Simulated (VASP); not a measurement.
# B17N15 (a cell with a defect) (B_N) in VASP: a series of runs

The runs below take B17N15 (a cell with a defect) (B_N) through single point, with PBE, LDA.

Everything below comes from runs of VASP 6.6.1. Logs are shortened: lines on timing, memory, paths and dates and some standing lists are left out, and cuts for length are marked.

## (1) The cell of the first run

The cell holds a defect, 32 atoms: a = 6.277 Å, b = 6.277 Å, c = 6.277 Å, α = 109.47°, β = 109.47°, γ = 109.47°.

## (2) Single point, PBE

The input, INCAR:

```
SYSTEM = B17N15
PREC = Accurate
ENCUT = 520
EDIFF = 1E-6
ISMEAR = -1
SIGMA = 0.01
LREAL = Auto
LASPH = .TRUE.
NELM = 120
ALGO = Normal
ISIF = 2
LWAVE = .FALSE.
LCHARG = .FALSE.
GGA = PE
NBANDS = 85
GGA_COMPAT = .FALSE.
```

The input, KPOINTS:

```
Automatic mesh
0
G
  1 1 1
  0 0 0
```

The input, POSCAR:

```
B17N15
1.0
   -3.6241103844      3.6241103844     -3.6241103844
    3.6241103844      3.6241103844      3.6241103844
    3.6241103844     -3.6241103844     -3.6241103844
B N
17 15
Direct
   -0.0013542582      0.0030932789      0.0012238574
   -0.0019564704      0.2503896393      0.7482480239
    0.0022358258      0.5048945858      0.5030071472
    0.0028343696      0.7527923563      0.2506454744
    0.2504513340      0.0004219008      0.7454737583
    0.2344964587      0.2504587039      0.4907370056
    0.2459654140      0.4977009201      0.2485412040
    0.2531099076      0.7486017444      0.0012244171
    0.5005085434     -0.0155157892      0.4907231841
    0.5003836160      0.2503252675      0.2176607260
    0.5004108298      0.5003393097     -0.0045756429
    0.5004299283      0.7480237884      0.7482606621
    0.7477599167     -0.0040918607      0.2485293975
    0.7503816779      0.2503821007     -0.0045260879
    0.7664488595      0.5163841596      0.7567027205
    0.7548987333      0.7521597244      0.5030062988
    0.5004060498      0.2504012785      0.5360769771
   -0.0084969693     -0.0023977900      0.2451266621
   -0.0009556565      0.2503848127     -0.0001694099
    0.0093683428      0.5065315116      0.7540517115
    0.0017924287      0.7517603415      0.5012135456
    0.2520015170      0.0019937445      0.0041405398
    0.2484174879      0.2503807083      0.7528616344
    0.2442997650      0.5032199060      0.4979516168
    0.2476440180      0.7414603438      0.2451270282
    0.5004161016     -0.0015987030      0.7528527575
    0.5003959107      0.4987369878      0.2525759939
    0.5004131180      0.7490120085     -0.0001478830
    0.7532427924     -0.0057732103      0.4979158643
    0.7488252050      0.2503932389      0.2525801463
    0.7524139765      0.5023759633      0.0048287256
    0.7565501284      0.7593201050      0.7540658160
```

Potentials or basis: VASP PAW PBE potentials, release 64 (B, N).

Run with:

```console
$ cat potpaw_PBE.64/B/POTCAR potpaw_PBE.64/N/POTCAR > POTCAR
$ mpirun -np 1 vasp_gam > vasp.out
```

OUTCAR:

```text
SYSTEM = B17N15
   PREC = Accurate
   ENCUT = 520
   EDIFF = 1E-6
   ISMEAR = -1
   LREAL = Auto
   LASPH = .TRUE.
   NELM = 120
   ISIF = 2
   GGA = PE

 ion  position               nearest neighbor table
   1  0.999  0.003  0.001-  32 1.53  19 1.55  18 1.56  22 1.59
   2  0.998  0.250  0.748-  23 1.56  20 1.57  29 1.57  19 1.58
   3  0.002  0.505  0.503-  24 1.53  21 1.55  20 1.56  30 1.59
   4  0.003  0.753  0.251-  31 1.56  25 1.57  18 1.57  21 1.58
   5  0.250  0.000  0.745-  21 1.55  23 1.56  26 1.56  22 1.62
   6  0.234  0.250  0.491-  24 1.55  18 1.55  17 1.60  23 1.62
[... 24 lines left out ...]
  31  0.752  0.502  0.005-  11 1.56  14 1.56   4 1.56  15 1.62
  32  0.757  0.759  0.754-   1 1.53  15 1.55  16 1.56  12 1.57

  LATTYP: Found a body centered cubic cell.
 ALAT       =     7.2482207688

  Lattice vectors:

 A1 = (  -3.6241103844,   3.6241103844,  -3.6241103844)
 A2 = (   3.6241103844,   3.6241103844,   3.6241103844)
 A3 = (   3.6241103844,  -3.6241103844,  -3.6241103844)

Analysis of symmetry for initial positions (statically):
=====================================================================
 Subroutine PRICEL returns:
 Original cell was already a primitive cell.

 Routine SETGRP: Setting up the symmetry group for a
 body centered cubic supercell.

 Subroutine GETGRP returns: Found  1 space group operations
 (whereof  1 operations were pure point group operations)
 out of a pool of 48 trial point group operations.

The static configuration has the point symmetry C_1 .

Analysis of symmetry for dynamics (positions and initial velocities):
=====================================================================
 Subroutine PRICEL returns:
 Original cell was already a primitive cell.

 Routine SETGRP: Setting up the symmetry group for a
 body centered cubic supercell.

 Subroutine GETGRP returns: Found  1 space group operations
 (whereof  1 operations were pure point group operations)
 out of a pool of 48 trial point group operations.

The dynamic configuration has the point symmetry C_1 .

 Subroutine INISYM returns: Found  1 space group operations
 (whereof  1 operations are pure point group operations),
 and found     1 'primitive' translations

----------------------------------------------------------------------------------------

                                     Primitive cell

  volume of cell :     190.3988

  direct lattice vectors                    reciprocal lattice vectors
    -3.624110384  3.624110384 -3.624110384     0.000000000  0.137964893 -0.137964893
     3.624110384  3.624110384  3.624110384     0.137964893  0.137964893  0.000000000
     3.624110384 -3.624110384 -3.624110384     0.137964893  0.000000000 -0.137964893

  length of vectors
     6.277143318  6.277143318  6.277143318     0.195111822  0.195111822  0.195111822

  position of ions in fractional coordinates (direct lattice)
     0.998645742  0.003093279  0.001223857
     0.998043530  0.250389639  0.748248024
     0.002235826  0.504894586  0.503007147
     0.002834370  0.752792356  0.250645474
     0.250451334  0.000421901  0.745473758
     0.234496459  0.250458704  0.490737006
[... 24 lines left out ...]
     0.752413977  0.502375963  0.004828726
     0.756550128  0.759320105  0.754065816

  ion indices of the primitive-cell ions
   primitive index   ion index
                 1           1
                 2           2
                 3           3
                 4           4
                 5           5
                 6           6
[... 24 lines left out ...]
                31          31
                32          32

----------------------------------------------------------------------------------------

 KPOINTS: Automatic mesh

Automatic generation of k-mesh.
 Grid dimensions read from file:
 generate k-points for:    1    1    1

 Generating k-lattice:

  Cartesian coordinates                     Fractional coordinates (reciprocal lattice)
     0.000000000  0.137964893 -0.137964893     1.000000000  0.000000000  0.000000000
     0.137964893  0.137964893  0.000000000     0.000000000  1.000000000  0.000000000
     0.137964893  0.000000000 -0.137964893     0.000000000  0.000000000  1.000000000

  Length of vectors
     0.195111822  0.195111822  0.195111822

  Shift w.r.t. Gamma in fractional coordinates (k-lattice)
     0.000000000  0.000000000  0.000000000

 Subroutine IBZKPT returns following result:
 ===========================================

 Found      1 irreducible k-points:

 Following reciprocal coordinates:
            Coordinates               Weight
  0.000000  0.000000  0.000000      1.000000
   k-points           NKPTS =      1   k-points in BZ     NKDIM =      1   number of bands    NBANDS=     85
   number of dos      NEDOS =    301   number of ions     NIONS =     32
   total plane-waves  NPLWV = 110592
   dimension x,y,z NGX =    48 NGY =   48 NGZ =   48
   dimension x,y,z NGXF=    96 NGYF=   96 NGZF=   96
   ions per type =              17  15
   NGX,Y,Z   is equivalent  to a cutoff of  12.71, 12.71, 12.71 a.u.
   NGXF,Y,Z  is equivalent  to a cutoff of  25.42, 25.42, 25.42 a.u.
 SYSTEM =  B17N15
   PREC   = accura    normal or accurate (medium, high low for compatibility)
   ISTART =      0    job   : 0-new  1-cont  2-samecut
   ICHARG =      2    charge: 1-file 2-atom 10-const
   ISPIN  =      1    spin polarized calculation?
   LNONCOLLINEAR =      F non collinear calculations
   LSORBIT =      F    spin-orbit coupling
   LASPH  =      T    aspherical Exc in radial PAW
   ENCUT  =  520.0 eV  38.22 Ry    6.18 a.u.  11.67 11.67 11.67*2*pi/ulx,y,z
   NELM   =    120;   NELMIN=  2; NELMDL= -5     # of ELM steps
   EDIFF  = 0.1E-05   stopping-criterion for ELM
   LREAL  =      T    real-space projection
   EDIFFG = 0.1E-04   stopping-criterion for IOM
   NSW    =      0    number of steps for IOM
   IBRION =     -1    ionic relax: 0-MD 1-quasi-New 2-CG
   NFREE  =      0    steps in history (QN), initial steepest desc. (CG)
   ISIF   =      2    stress and relaxation
   ISYM   =      2    0-nonsym 1-usesym 2-fastsym
   POTIM  = 0.5000    time-step for ionic-motion
   TEBEG  =    0.0;   TEEND  =   0.0 temperature during run
   PSTRESS=    0.0 pullay stress
   NELECT =     126.0000    total number of electrons
   NUPDOWN=      -1.0000    fix difference up-down
   EMIN   =  10.00;   EMAX   =-10.00  energy-range for DOS
   EFERMI =   0.00;   METHOD = LEGACY
   ISMEAR =    -1;   SIGMA  =   0.01  broadening in eV -4-tet -1-fermi 0-gaus
   EFERMI_NEDOS =   21; number of points for ismear=-14 and -15
   IALGO  =     38    algorithm
   IMIX   =      4    mixing-type and parameters
     AMIX     =   0.40;   BMIX     =  1.00
     AMIX_MAG =   1.60;   BMIX_MAG =  1.00
  volume/ion in A,a.u.               =       5.95        40.15
  Fermi-wavevector in a.u.,A,eV,Ry     =   1.426626  2.695933 27.691434  2.035263
  Thomas-Fermi vector in A             =   2.546883
   LORBIT       =      0    0 simple, 1 ext, 2 COOP (PROOUT), +10 PAW based schemes
   GGA     = PE    functional components
   LHFCALC =     F    Hartree Fock is set to
   AEXX    =    0.0000 exact exchange contribution
   IVDW    =     0    specifies the selected vdW correction
   LEPSILON=     F    determine dielectric tensor
   LRPA    =     F    only Hartree local field effects (RPA)
 non-spin polarized calculation
  energy-cutoff  :      520.00
  volume of cell :      190.40
 maximum number of plane-waves:      2545
 NGX is ok and might be reduce to    48
   NGX = 23   NGY = 23   NGZ = 23

 number of electron     126.0000006 magnetization

 Free energy of the ion-electron system (eV)
  ---------------------------------------------------
  ext. energy  EPLUGINS =         0.00000000
  ---------------------------------------------------
  free energy    TOTEN  =      -267.62709645 eV

  energy without entropy =     -267.62709645  energy(sigma->0) =     -267.62709645

 E-fermi :   8.9549     XC(G=0): -12.7545

 val. band max:        8.6258726337   @ k =   0.0000   0.0000   0.0000
 cond. band min:       9.8684362413   @ k =   0.0000   0.0000   0.0000
 fundamental gap:      1.2425636076
 Fermi energy:         8.9549498991

 k-point     1 :       0.0000    0.0000    0.0000
  band No.  band energies     occupation
      1     -12.9123      2.00000
      2      -9.6037      2.00000
      3      -9.5623      2.00000
      4      -9.5614      2.00000
      5      -9.4927      2.00000
      6      -9.4920      2.00000
[... 67 lines left out ...]
     74      16.3266      0.00000
     75      16.7603      0.00000
 [bands above 75 left out]

------------------------ aborting loop because EDIFF is reached ----------------------------------------

  FORCE on cell =-STRESS in cart. coord.  units (eV):
  Direction    XX          YY          ZZ          XY          YZ          ZX
  --------------------------------------------------------------------------------------
  -------------------------------------------------------------------------------------
  Total       13.7513314     13.7379353     13.7375684      2.5379339     -2.5474161      2.5475644
  in kB      115.7153808    115.6026543    115.5995673     21.3563314    -21.4361228     21.4373701
  external PRESSURE =     115.6392008 kB  Pullay stress =       0.0000000 kB

 VOLUME and BASIS-vectors are now :
 -----------------------------------------------------------------------------
  energy-cutoff  :      520.00
  volume of cell :      190.40
      direct lattice vectors                 reciprocal lattice vectors
    -3.624110384  3.624110384 -3.624110384     0.000000000  0.137964893 -0.137964893
     3.624110384  3.624110384  3.624110384     0.137964893  0.137964893  0.000000000
     3.624110384 -3.624110384 -3.624110384     0.137964893  0.000000000 -0.137964893

 POSITION                                       TOTAL-FORCE (eV/Angst)
 -----------------------------------------------------------------------------------
     -3.60356      3.62598     -3.61243        -0.018991      0.068274      0.113147
      0.00215      1.81273     -5.42131         0.169565     -0.169765      0.177621
      3.64464      0.01494     -0.00126        -0.017303      0.105458      0.070959
      3.62630      1.83011      1.80956         0.168989      0.177012     -0.168652
      1.79554     -1.79249     -3.60781         0.009015      0.140121     -0.008615
      1.83633     -0.02095     -1.72064        -0.212984      0.201225     -0.145074
[... 24 lines left out ...]
     -0.88867      4.53000     -0.92367        -0.069418     -0.396665      0.069418
      2.74286      2.76086     -2.72278        -0.074075      0.058003     -0.049159
 -----------------------------------------------------------------------------------
    total drift:                                0.003628     -0.002568     -0.004639

  FREE ENERGIE OF THE ION-ELECTRON SYSTEM (eV)
  ---------------------------------------------------
  free  energy   TOTEN  =      -267.6270964451 eV

  energy  without entropy=     -267.6270964451  energy(sigma->0) =     -267.62709645
```

It took 49 s on 1 thread of Intel Xeon Platinum 8259CL at 2.50GHz (Skylake/Cascade Lake), shared host; peak memory 0.31 GiB.

What came out:

```
Free energy            : -267.6271 eV
Pressure               : 11.6 GPa
Largest force          : 0.409 eV/Å
Band gap on the k mesh : 1.24 eV
```

Forces on the atoms (eV/Å):
```
B   -0.019  0.068  0.113
B    0.170 -0.170  0.178
B   -0.017  0.105  0.071
B    0.169  0.177 -0.169
B    0.009  0.140 -0.009
B   -0.213  0.201 -0.145
B   -0.070  0.017  0.114
B   -0.112  0.071  0.019
B    0.143  0.199  0.214
B    0.152 -0.141 -0.149
B   -0.137 -0.010 -0.012
B   -0.179 -0.170 -0.170
B   -0.110  0.016  0.072
B    0.008 -0.005  0.141
B   -0.211 -0.154  0.218
B   -0.071  0.108  0.018
B   -0.053  0.063  0.046
N    0.048  0.077  0.053
N    0.052 -0.049 -0.049
N    0.048  0.054  0.073
N    0.047 -0.047 -0.047
N    0.212  0.119 -0.221
N   -0.074  0.078 -0.395
N   -0.078 -0.046  0.056
N   -0.052  0.076 -0.049
N    0.396  0.076  0.072
N   -0.124 -0.209 -0.215
N    0.048 -0.045 -0.049
N   -0.050 -0.045  0.078
N    0.212 -0.216  0.123
N   -0.069 -0.397  0.069
N   -0.074  0.058 -0.049
```

Stress tensor (GPa, compression positive):
```
11.57  2.14  2.14
 2.14 11.56 -2.14
 2.14 -2.14 11.56
```

Caveat: the k points lie up to 1.23 Å⁻¹ apart.

## (3) Single point, PBE

The input, INCAR:

```
SYSTEM = B17N15
ALGO = Normal
EDIFF = 1E-6
ENCUT = 520
GGA = PE
GGA_COMPAT = .FALSE.
ISIF = 2
ISMEAR = -1
LASPH = .TRUE.
LCHARG = .FALSE.
LREAL = Auto
LWAVE = .FALSE.
NBANDS = 85
NELM = 120
PREC = Accurate
SIGMA = 0.01
```

The input, KPOINTS:

```
Automatic mesh
0
Gamma
  1 1 1
  0.25 0.25 0.25
```

POSCAR, as its differences from that of step 2:

```diff
@@ -2,5 +2,5 @@
 1.0
-   -3.6241103844      3.6241103844     -3.6241103844
-    3.6241103844      3.6241103844      3.6241103844
-    3.6241103844     -3.6241103844     -3.6241103844
+   -3.6241103800      3.6241103800     -3.6241103800
+    3.6241103800      3.6241103800      3.6241103800
+    3.6241103800     -3.6241103800     -3.6241103800
 B N
```

Potentials or basis: VASP PAW PBE potentials, release 64 (B, N).

Run with:

```console
$ cat potpaw_PBE.64/B/POTCAR potpaw_PBE.64/N/POTCAR > POTCAR
$ mpirun -np 1 vasp_std > vasp.out
```

It took 65 s on 1 thread of Intel Xeon Platinum 8259CL at 2.50GHz (Skylake/Cascade Lake), shared host; peak memory 0.32 GiB.

It converged, with:

| Quantity | Value |
| --- | --- |
| Free energy | -269.1518 eV |
| Pressure | 10.1 GPa |
| Largest force | 0.029 eV/Å |
| Band gap on the k mesh | 1.14 eV |

Forces in eV/Å, atoms in the order of the input:
```
B   -0.008  0.015 -0.008
B   -0.001  0.001 -0.003
B   -0.006 -0.016  0.018
B   -0.002 -0.003  0.002
B    0.012 -0.006 -0.012
B    0.006 -0.018  0.018
B   -0.017  0.006 -0.007
B    0.009  0.018  0.008
B   -0.020 -0.020 -0.005
B    0.012 -0.001 -0.009
B    0.008 -0.013 -0.015
B    0.001  0.000  0.000
B    0.012  0.005  0.019
B    0.011 -0.008 -0.005
B    0.008  0.008 -0.001
B   -0.018 -0.013  0.007
B   -0.005  0.015 -0.002
N    0.002  0.009 -0.018
N    0.002  0.001 -0.006
N    0.002 -0.017  0.005
N   -0.002 -0.003  0.002
N   -0.016 -0.019  0.008
N   -0.006  0.010  0.012
N   -0.010  0.000 -0.015
N    0.019  0.008 -0.003
N   -0.011  0.009  0.004
N    0.015  0.019  0.013
N    0.003  0.005  0.001
N    0.022  0.001  0.009
N   -0.016  0.012 -0.015
N   -0.002  0.011  0.002
N   -0.006 -0.013 -0.003
```

Stress tensor (GPa, compression positive):
```
10.13  2.78  2.78
 2.78 10.12 -2.78
 2.78 -2.78 10.12
```

Levels at points of the mesh, in eV from the valence-band top:
```
           k point  band 60  band 61  band 62  band 63  band 64  band 65  band 66  band 67
(0.25, 0.25, 0.25)    -2.10    -2.10     0.00     0.00     1.14     5.78     6.33     6.33
```

Caveat: the k points lie up to 1.23 Å⁻¹ apart.

## (4) Single point, LDA

The input, INCAR:

```
PREC     = Accurate       # precision mode
ENCUT    = 520            # plane-wave cutoff, eV
EDIFF    = 1E-6           # SCF threshold, eV
ISMEAR   = -1             # smearing method
SIGMA    = 0.01           # smearing width, eV
LREAL    = Auto         
LASPH    = T              # aspherical terms in the spheres
NELM     = 120            # most SCF steps
ALGO     = Normal         # electronic algorithm
ISIF     = 2              # what is computed and relaxed
LWAVE    = F              # write WAVECAR
LCHARG   = F              # write CHGCAR
NBANDS   = 85             # bands
GGA_COMPAT= F
```

KPOINTS is that of step 3.

POSCAR, as its differences from that of step 3:

```diff
@@ -2,5 +2,5 @@
 1.0
-   -3.6241103800      3.6241103800     -3.6241103800
-    3.6241103800      3.6241103800      3.6241103800
-    3.6241103800     -3.6241103800     -3.6241103800
+   -3.6241103844      3.6241103844     -3.6241103844
+    3.6241103844      3.6241103844      3.6241103844
+    3.6241103844     -3.6241103844     -3.6241103844
 B N
```

Potentials or basis: VASP PAW LDA potentials, release 64 (B, N).

Run with:

```console
$ cat potpaw_LDA.64/B/POTCAR potpaw_LDA.64/N/POTCAR > POTCAR
$ mpirun -np 1 vasp_std > vasp.out
```

Wall time 45 s (1 thread of Intel Xeon Platinum 8259CL at 2.50GHz (Skylake/Cascade Lake), shared host); peak memory 0.25 GiB.

The run converged. Its results:

```
Free energy            : -300.0920 eV
Pressure               : -3.1 GPa
Largest force          : 0.180 eV/Å
Band gap on the k mesh : 1.08 eV
```

Forces in eV/Å, atoms in the order of the input:
```
B   -0.021  0.007  0.002
B   -0.011  0.011 -0.011
B   -0.019 -0.005  0.010
B   -0.012 -0.011  0.012
B    0.010 -0.018 -0.009
B    0.093 -0.105  0.110
B   -0.009  0.019  0.003
B   -0.001  0.010  0.021
B   -0.111 -0.107 -0.092
B   -0.023  0.034  0.026
B    0.020 -0.011 -0.013
B    0.009  0.011  0.011
B    0.001  0.018  0.010
B    0.009 -0.006 -0.017
B    0.095  0.100 -0.088
B   -0.010 -0.002  0.020
B    0.032 -0.022 -0.039
N    0.017  0.014 -0.016
N    0.005 -0.002 -0.009
N    0.016 -0.015  0.010
N    0.001 -0.007 -0.002
N   -0.025  0.016  0.017
N   -0.019  0.023  0.007
N   -0.015 -0.015 -0.013
N    0.017  0.013 -0.018
N   -0.006  0.021  0.017
N   -0.020  0.028  0.022
N    0.007  0.002 -0.002
N    0.020 -0.014  0.014
N   -0.025  0.021  0.020
N   -0.015  0.005  0.014
N   -0.011 -0.011 -0.018
```

Stress tensor (GPa, compression positive):
```
-3.09  2.68  2.69
 2.68 -3.10 -2.69
 2.69 -2.69 -3.10
```

Levels at points of the mesh, in eV from the valence-band top:
```tsv
k point	band 60	band 61	band 62	band 63	band 64	band 65	band 66	band 67
(0.25, 0.25, 0.25)	-2.11	-2.11	0.00	0.00	1.08	5.67	6.21	6.21
```

Caveat: the k points lie up to 1.23 Å⁻¹ apart.

## (5) Overview

```tsv
level	potentials or basis	k mesh	gap on the mesh (eV)	pressure (GPa)	largest force (eV/Å)
PBE	VASP PAW PBE potentials, release 64 (B, N)	1 × 1 × 1	1.24	11.6	0.41
PBE	VASP PAW PBE potentials, release 64 (B, N)	1 × 1 × 1, shifted	1.14	10.1	0.03
LDA	VASP PAW LDA potentials, release 64 (B, N)	1 × 1 × 1, shifted	1.08	-3.1	0.18
```

Alike in all rows: task single point; no spin polarisation; cell as given; cutoff (eV) 520; smearing fermi-dirac 0.01 eV.

Caveats: all runs use coarse meshes.

Total energies depend on the potentials used, so only differences within one code and one set of settings carry meaning.
